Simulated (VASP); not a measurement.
Wanted: the native input for a VASP 6.6.1 run.

- Task: single point
- Functional: PBE
- Potentials or basis: VASP PAW PBE potentials, release 64 (Cd, Se)
- Cutoff: 500 eV
- k mesh: 4 × 4 × 4
- Occupations: gaussian, width 0.01 eV
- Spin: no spin polarisation
- Dipole correction: no
- Further INCAR settings: ALGO = Normal; EDIFF = 1e-06; NBANDS = 16

The structure of CdSe lies in POSCAR:

```
CdSe
1.0
    0.0000000000      3.1904922036      2.8772840228
    3.1904922036      0.0000000000      2.8772840228
    3.1904922036      3.1904922036      0.0000000000
Cd Se
1 1
Direct
    0.0000000000      0.0000000000      0.0000000000
    0.2500000000      0.2500000000      0.2500000000
```

This cell differs from its parent crystal: epitaxial xy strain +4.0%.

One way to write it, as run:

INCAR

```
SYSTEM = CdSe
  ALGO = Normal
  EDIFF = 1E-6
  ENCUT = 500
  GGA = PE
  GGA_COMPAT = .FALSE.
  ISIF = 2
  ISMEAR = 0
  LASPH = .TRUE.
  LCHARG = .FALSE.
  LREAL = .FALSE.
  LWAVE = .FALSE.
  NBANDS = 16
  NELM = 120
  PREC = Accurate
  SIGMA = 0.01
```

KPOINTS

```
k-points
0
G
  4 4 4
  0 0 0
```

Potentials or basis: VASP PAW PBE potentials, release 64 (Cd, Se).

The run is started by

```console
$ cat potpaw_PBE.64/Cd/POTCAR potpaw_PBE.64/Se/POTCAR > POTCAR
$ mpirun -np 1 vasp_std > vasp.out
```

It gave:

```json
{
  "Pressure": "0.9 GPa",
  "Band gap on the k mesh": "0.32 eV, direct"
}
```

Caveat: the k points lie up to 0.44 Å⁻¹ apart; the cell differs from its parent crystal (epitaxial xy strain +4.0%).

Run time: 9.8 s on 1 thread of AMD EPYC 7R13 Processor (Zen 3) (shared host), peak memory 0.15 GiB.
